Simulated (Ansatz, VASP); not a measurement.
# Y3AlN4: VASP beside Ansatz

```xyz
8
Lattice="5.0398 0.0000 0.0000 0.0000 5.0398 0.0000 0.0000 0.0000 5.0398" Properties=species:S:1:pos:R:3 pbc="T T T"
Y     2.5199    0.0000    2.5199
Y     2.5199    2.5199    0.0000
Y     0.0000    2.5199    2.5199
Al    0.0000    0.0000    0.0000
N     0.0000    2.5199    0.0000
N     2.5199    2.5199    2.5199
N     0.0000    0.0000    2.5199
N     2.5199    0.0000    0.0000
```

Alike in both runs: task relaxation of cell and atoms; functional PBE; k mesh 4 × 4 × 4; occupations gaussian, width 0.1 eV; no spin polarisation.

```csv
,VASP,Ansatz
version,VASP 6.6.1,Ansatz 0.2.0
potentials or method,"VASP PAW PBE potentials, release 64 (Y_sv, Al, N), cutoff 600 eV","scalar-relativistic, plane waves, PAW"
valence electrons in the cell,56,56
```

|  | VASP | Ansatz | Ansatz less VASP |
| --- | --- | --- | --- |
| gap on the k mesh at the Fermi level, each at its own relaxed structure (eV) | none | none | - |
| relaxed volume (Å³/atom) | 13.67 | 13.67 | -0.004 |
| relaxed length of the cell vector where the two differ most in proportion (Å) | 4.783 | 4.782 | -0.0005 |

A gap of «none» marks a metal or a gap that the smearing closes.
